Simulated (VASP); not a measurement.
# SiBr5 (F-43m) in VASP: notebook

The runs below take SiBr5 through single point, with PBE.

Program: VASP 6.6.1. These are calculated values, not measurements. Logs are shortened: lines on timing, memory, paths and dates and some standing lists are left out, and cuts for length are marked.

## (1) The cell of the first run

The structure is cubic, space group F-43m (No. 216). Conventional cell: a = 9.083 Å, b = 9.083 Å, c = 9.083 Å, α = 90.00°, β = 90.00°, γ = 90.00°. Within 4.9 Å of Si (site symmetry -43m) lie 16 Br at 3.77 to 3.93 Å. Br (site symmetry -43m) has 12 Br at 3.77 Å and 4 Si at 3.93 Å within 4.9 Å. Within 4.2 Å of Br (site symmetry 3m) lie 9 Br at 3.21 to 3.77 Å and 3 Si at 3.77 Å.

The cell was generated, and may not be a known phase.

## (2) Single point, PBE

INCAR

```
ALGO = Normal
EDIFF = 1E-7
ENCUT = 520
GGA = PE
ISIF = 2
ISMEAR = 0
LASPH = True
LCHARG = True
LELF = True
LREAL = False
LVHAR = True
LWAVE = False
NBANDS = 28
NELM = 100
PREC = Accurate
SIGMA = 0.1
```

KPOINTS

```
k-points
0
Gamma
  4 4 4
```

POSCAR

```
SiBr5
1.0
    0.0000000000      4.5415597800      4.5415597800
    4.5415597800      0.0000000000      4.5415597800
    4.5415597800      4.5415597800      0.0000000000
Si Br
1 5
Direct
    0.0000000000      0.0000000000      0.0000000000
    0.7500000000      0.7500000000      0.7500000000
    0.3750000000      0.3750000000      0.8750000000
    0.3750000000      0.8750000000      0.3750000000
    0.8750000000      0.3750000000      0.3750000000
    0.3750000000      0.3750000000      0.3750000000
```

Potentials or basis: VASP PAW PBE potentials, release 64 (Si, Br).

The run is started by

```bash
$ cat potpaw_PBE.64/Si/POTCAR potpaw_PBE.64/Br/POTCAR > POTCAR
$ mpirun -np 1 vasp_std > vasp.out
```

OUTCAR:

```text
EDIFF = 1E-7
   ENCUT = 520
   GGA = PE
   ISIF = 2
   ISMEAR = 0
   LASPH = True
   LREAL = False
   NELM = 100
   PREC = Accurate

 ion  position               nearest neighbor table
   1  0.000  0.000  0.000-
   2  0.750  0.750  0.750-
   3  0.375  0.375  0.875-
   4  0.375  0.875  0.375-
   5  0.875  0.375  0.375-
   6  0.375  0.375  0.375-

  LATTYP: Found a face centered cubic cell.
 ALAT       =     9.0831195600

  Lattice vectors:

 A1 = (   0.0000000000,   4.5415597800,   4.5415597800)
 A2 = (   4.5415597800,   0.0000000000,   4.5415597800)
 A3 = (   4.5415597800,   4.5415597800,   0.0000000000)

Analysis of symmetry for initial positions (statically):
=====================================================================
 Subroutine PRICEL returns:
 Original cell was already a primitive cell.

 Routine SETGRP: Setting up the symmetry group for a
 face centered cubic supercell.

 Subroutine GETGRP returns: Found 24 space group operations
 (whereof 24 operations were pure point group operations)
 out of a pool of 48 trial point group operations.

The static configuration has the point symmetry T_d .

Analysis of symmetry for dynamics (positions and initial velocities):
=====================================================================
 Subroutine PRICEL returns:
 Original cell was already a primitive cell.

 Routine SETGRP: Setting up the symmetry group for a
 face centered cubic supercell.

 Subroutine GETGRP returns: Found 24 space group operations
 (whereof 24 operations were pure point group operations)
 out of a pool of 48 trial point group operations.

The dynamic configuration has the point symmetry T_d .

 Subroutine INISYM returns: Found 24 space group operations
 (whereof 24 operations are pure point group operations),
 and found     1 'primitive' translations

----------------------------------------------------------------------------------------

                                     Primitive cell

  volume of cell :     187.3463

  direct lattice vectors                    reciprocal lattice vectors
     0.000000000  4.541559780  4.541559780    -0.110094334  0.110094334  0.110094334
     4.541559780  0.000000000  4.541559780     0.110094334 -0.110094334  0.110094334
     4.541559780  4.541559780  0.000000000     0.110094334  0.110094334 -0.110094334

  length of vectors
     6.422735435  6.422735435  6.422735435     0.190688980  0.190688980  0.190688980

  position of ions in fractional coordinates (direct lattice)
     0.000000000  0.000000000  0.000000000
     0.750000000  0.750000000  0.750000000
     0.375000000  0.375000000  0.875000000
     0.375000000  0.875000000  0.375000000
     0.875000000  0.375000000  0.375000000
     0.375000000  0.375000000  0.375000000

  ion indices of the primitive-cell ions
   primitive index   ion index
                 1           1
                 2           2
                 3           3
                 4           4
                 5           5
                 6           6

----------------------------------------------------------------------------------------

 KPOINTS: k-points

Automatic generation of k-mesh.
 Grid dimensions read from file:
 generate k-points for:    4    4    4

 Generating k-lattice:

  Cartesian coordinates                     Fractional coordinates (reciprocal lattice)
    -0.027523584  0.027523584  0.027523584     0.250000000  0.000000000  0.000000000
     0.027523584 -0.027523584  0.027523584     0.000000000  0.250000000  0.000000000
     0.027523584  0.027523584 -0.027523584     0.000000000  0.000000000  0.250000000

  Length of vectors
     0.047672245  0.047672245  0.047672245

  Shift w.r.t. Gamma in fractional coordinates (k-lattice)
     0.000000000  0.000000000  0.000000000

 Subroutine IBZKPT returns following result:
 ===========================================

 Found      8 irreducible k-points:

 Following reciprocal coordinates:
            Coordinates               Weight
  0.000000  0.000000  0.000000      1.000000
  0.250000  0.000000  0.000000      8.000000
  0.500000  0.000000  0.000000      4.000000
  0.250000  0.250000  0.000000      6.000000
  0.500000  0.250000  0.000000     24.000000
 -0.250000  0.250000  0.000000     12.000000
  0.500000  0.500000  0.000000      3.000000
 -0.250000  0.500000  0.250000      6.000000
   k-points           NKPTS =      8   k-points in BZ     NKDIM =      8   number of bands    NBANDS=     28
   number of dos      NEDOS =    301   number of ions     NIONS =      6
   total plane-waves  NPLWV = 110592
   dimension x,y,z NGX =    48 NGY =   48 NGZ =   48
   dimension x,y,z NGXF=    96 NGYF=   96 NGZF=   96
   ions per type =               1   5
   NGX,Y,Z   is equivalent  to a cutoff of  12.42, 12.42, 12.42 a.u.
   NGXF,Y,Z  is equivalent  to a cutoff of  24.85, 24.85, 24.85 a.u.
 SYSTEM =  unknown system
   PREC   = accura    normal or accurate (medium, high low for compatibility)
   ISTART =      0    job   : 0-new  1-cont  2-samecut
   ICHARG =      2    charge: 1-file 2-atom 10-const
   ISPIN  =      1    spin polarized calculation?
   LNONCOLLINEAR =      F non collinear calculations
   LSORBIT =      F    spin-orbit coupling
   LASPH  =      T    aspherical Exc in radial PAW
   ENCUT  =  520.0 eV  38.22 Ry    6.18 a.u.  11.94 11.94 11.94*2*pi/ulx,y,z
   NELM   =    100;   NELMIN=  2; NELMDL= -5     # of ELM steps
   EDIFF  = 0.1E-06   stopping-criterion for ELM
   LREAL  =      F    real-space projection
   EDIFFG = 0.1E-05   stopping-criterion for IOM
   NSW    =      0    number of steps for IOM
   IBRION =     -1    ionic relax: 0-MD 1-quasi-New 2-CG
   NFREE  =      0    steps in history (QN), initial steepest desc. (CG)
   ISIF   =      2    stress and relaxation
   ISYM   =      2    0-nonsym 1-usesym 2-fastsym
   POTIM  = 0.5000    time-step for ionic-motion
   TEBEG  =    0.0;   TEEND  =   0.0 temperature during run
   PSTRESS=    0.0 pullay stress
   NELECT =      39.0000    total number of electrons
   NUPDOWN=      -1.0000    fix difference up-down
   EMIN   =  10.00;   EMAX   =-10.00  energy-range for DOS
   EFERMI =   0.00;   METHOD = LEGACY
   ISMEAR =     0;   SIGMA  =   0.10  broadening in eV -4-tet -1-fermi 0-gaus
   EFERMI_NEDOS =   21; number of points for ismear=-14 and -15
   IALGO  =     38    algorithm
   IMIX   =      4    mixing-type and parameters
     AMIX     =   0.40;   BMIX     =  1.00
     AMIX_MAG =   1.60;   BMIX_MAG =  1.00
  volume/ion in A,a.u.               =      31.22       210.71
  Fermi-wavevector in a.u.,A,eV,Ry     =   0.970245  1.833497 12.808185  0.941375
  Thomas-Fermi vector in A             =   2.100364
   LORBIT       =      0    0 simple, 1 ext, 2 COOP (PROOUT), +10 PAW based schemes
   GGA     = PE    functional components
   LHFCALC =     F    Hartree Fock is set to
   AEXX    =    0.0000 exact exchange contribution
   IVDW    =     0    specifies the selected vdW correction
   LEPSILON=     F    determine dielectric tensor
   LRPA    =     F    only Hartree local field effects (RPA)
 non-spin polarized calculation
 Gauss-broadening in eV      SIGMA  =   0.10
  energy-cutoff  :      520.00
  volume of cell :      187.35
 maximum number of plane-waves:      5084
   NGX = 23   NGY = 23   NGZ = 23

 number of electron      39.0000008 magnetization

 Free energy of the ion-electron system (eV)
  ---------------------------------------------------
  ext. energy  EPLUGINS =         0.00000000
  ---------------------------------------------------
  free energy    TOTEN  =        -9.01183119 eV

  energy without entropy =       -8.96997944  energy(sigma->0) =       -8.99090532

 E-fermi :   0.8028     XC(G=0):  -8.4418

 val. band max:        0.7709143478   @ k =   0.5000   0.2500   0.0000
 cond. band min:       1.0155901544   @ k =   0.0000   0.0000   0.0000
 fundamental gap:      0.2446758066
 Fermi energy:         0.8027850038

 k-point     1 :       0.0000    0.0000    0.0000
  band No.  band energies     occupation
      1     -14.1369      2.00000
      2     -12.7962      2.00000
      3     -12.7962      2.00000
      4     -12.7962      2.00000
      5     -11.9543      2.00000
      6      -6.1203      2.00000
[... 20 lines left out ...]
     27       8.4901      0.00000
     28       8.4901      0.00000

 k-point     2 :       0.2500    0.0000    0.0000
  band No.  band energies     occupation
      1     -14.0137      2.00000
      2     -12.9750      2.00000
      3     -12.8003      2.00000
      4     -12.8003      2.00000
      5     -11.9646      2.00000
      6      -6.1814      2.00000
[... 20 lines left out ...]
     27       8.7324      0.00000
     28       8.7324      0.00000

 k-point     3 :       0.5000    0.0000    0.0000
  band No.  band energies     occupation
      1     -13.8288      2.00000
      2     -13.2156      2.00000
      3     -12.8044      2.00000
      4     -12.8044      2.00000
      5     -11.9727      2.00000
      6      -6.2425      2.00000
[... 20 lines left out ...]
     27       8.5869      0.00000
     28       9.4259      0.00000

 k-point     4 :       0.2500    0.2500    0.0000
  band No.  band energies     occupation
      1     -13.9661      2.00000
      2     -13.0294      2.00000
      3     -12.8056      2.00000
      4     -12.8056      2.00000
      5     -11.9722      2.00000
      6      -6.2102      2.00000
[... 20 lines left out ...]
     27       9.0797      0.00000
     28       9.0797      0.00000

 k-point     5 :       0.5000    0.2500    0.0000
  band No.  band energies     occupation
      1     -13.7458      2.00000
      2     -13.2936      2.00000
      3     -12.8210      2.00000
      4     -12.8098      2.00000
      5     -11.9809      2.00000
      6      -6.2768      2.00000
[... 20 lines left out ...]
     27       8.8513      0.00000
     28       8.9667      0.00000

 k-point     6 :      -0.2500    0.2500    0.0000
  band No.  band energies     occupation
      1     -13.8368      2.00000
      2     -13.1896      2.00000
      3     -12.8215      2.00000
      4     -12.8044      2.00000
      5     -11.9745      2.00000
      6      -6.2493      2.00000
[... 20 lines left out ...]
     27       8.6950      0.00000
     28       9.0575      0.00000

 k-point     7 :       0.5000    0.5000    0.0000
  band No.  band energies     occupation
      1     -13.5365      2.00000
      2     -13.5156      2.00000
      3     -12.8151      2.00000
      4     -12.8151      2.00000
      5     -11.9934      2.00000
      6      -6.3120      2.00000
[... 20 lines left out ...]
     27       8.7443      0.00000
     28       8.7443      0.00000

 k-point     8 :      -0.2500    0.5000    0.2500
  band No.  band energies     occupation
      1     -13.5318      2.00000
      2     -13.5146      2.00000
      3     -12.8276      2.00000
      4     -12.8167      2.00000
      5     -11.9845      2.00000
      6      -6.3027      2.00000
[... 20 lines left out ...]
     27       8.5177      0.00000
     28       8.7378      0.00000

------------------------ aborting loop because EDIFF is reached ----------------------------------------

  FORCE on cell =-STRESS in cart. coord.  units (eV):
  Direction    XX          YY          ZZ          XY          YZ          ZX
  --------------------------------------------------------------------------------------
  -------------------------------------------------------------------------------------
  Total       -3.3981489     -3.3981489     -3.3981489      0.0000000      0.0000000     -0.0000000
  in kB      -29.0608217    -29.0608217    -29.0608217      0.0000000      0.0000000     -0.0000000
  external PRESSURE =     -29.0608217 kB  Pullay stress =       0.0000000 kB

 VOLUME and BASIS-vectors are now :
 -----------------------------------------------------------------------------
  energy-cutoff  :      520.00
  volume of cell :      187.35
      direct lattice vectors                 reciprocal lattice vectors
     0.000000000  4.541559780  4.541559780    -0.110094334  0.110094334  0.110094334
     4.541559780  0.000000000  4.541559780     0.110094334 -0.110094334  0.110094334
     4.541559780  4.541559780  0.000000000     0.110094334  0.110094334 -0.110094334

 POSITION                                       TOTAL-FORCE (eV/Angst)
 -----------------------------------------------------------------------------------
      0.00000      0.00000      0.00000         0.000000     -0.000000      0.000000
      6.81234      6.81234      6.81234         0.000000     -0.000000      0.000000
      5.67695      5.67695      3.40617         0.019475      0.019475     -0.019475
      5.67695      3.40617      5.67695         0.019475     -0.019475      0.019475
      3.40617      5.67695      5.67695        -0.019475      0.019475      0.019475
      3.40617      3.40617      3.40617        -0.019475     -0.019475     -0.019475
 -----------------------------------------------------------------------------------
    total drift:                               -0.000000     -0.000000     -0.000000

  FREE ENERGIE OF THE ION-ELECTRON SYSTEM (eV)
  ---------------------------------------------------
  free  energy   TOTEN  =        -9.0118311938 eV

  energy  without entropy=       -8.9699794404  energy(sigma->0) =       -8.99090532
```

Wall time 90 s (1 thread of Oxide Virtual Turin-like, shared host); peak memory 0.27 GiB.

Results:

```yaml
Free_energy: -9.0118 eV
Pressure: -2.9 GPa
Band_gap_on_the_k_mesh: zero (an odd number of electrons rules out a gap without spin polarisation)
```

Caveat: an odd number of electrons without spin polarisation forces a metal; a magnetic or distorted state may lie lower.

(Part 1 of 2 ends here.)

The gap in the log of VASP goes by the Fermi energy; the results here count the filled bands.